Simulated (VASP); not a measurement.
Write the native input for VASP 6.6.1 that does the following.

* Task: single point
* Functional: PBEsol
* Potentials or basis: VASP PAW PBE potentials, release 64 (Sn_d, O)
* Cutoff: 520 eV
* k mesh: 12 × 12 × 12
* Occupations: gaussian, width 0.05 eV
* Spin: no spin polarisation
* Dipole correction: no
* Further INCAR settings: ALGO = Normal; EDIFF = 1e-06; NBANDS = 20

The structure of SnO2 lies in POSCAR:

```
SnO2
1.0
    1.6053951390      0.9268753157      4.5279666667
   -1.6053951390      0.9268753157      4.5279666667
    0.0000000000     -1.8537506314      4.5279666667
Sn O
1 2
Direct
    0.5000000000      0.5000000000      0.5000000000
    0.2414378084      0.2414378084      0.2414378084
    0.7585621916      0.7585621916      0.7585621916
```

These files were run (other wordings do the same):

INCAR

```
ALGO     = Normal         # electronic algorithm
EDIFF    = 1E-6           # SCF threshold, eV
ENCUT    = 520            # plane-wave cutoff, eV
GGA      = PS             # functional
ISIF     = 2              # what is computed and relaxed
ISMEAR   = 0              # smearing method
LASPH    = True           # aspherical terms in the spheres
LCHARG   = False          # write CHGCAR
LREAL    = False          # projectors in reciprocal space
LWAVE    = False          # write WAVECAR
NBANDS   = 20             # bands
NELM     = 80             # most SCF steps
PREC     = Accurate       # precision mode
SIGMA    = 0.05           # smearing width, eV
```

KPOINTS

```
k-points
0
Gamma
  12 12 12
```

Potentials or basis: VASP PAW PBE potentials, release 64 (Sn_d, O).

Run with:

```sh
$ cat potpaw_PBE.64/Sn_d/POTCAR potpaw_PBE.64/O/POTCAR > POTCAR
$ mpirun -np 1 vasp_std > vasp.out
```

Results of the run:

```json
{"Pressure": "-1.9 GPa", "Largest force": "0.271 eV/Å", "Band gap on the k mesh": "1.79 eV (least direct gap 1.82 eV)"}
```

Caveat: the PAW data sets were made with another functional, which shifts forces and pressure a little; spin-orbit coupling is left out, which moves the levels of the heavy elements.

Wall time 3.4 min on 1 thread of Intel(R) Xeon(R) 6975P-C (Granite Rapids) (shared host), peak memory 0.29 GiB.
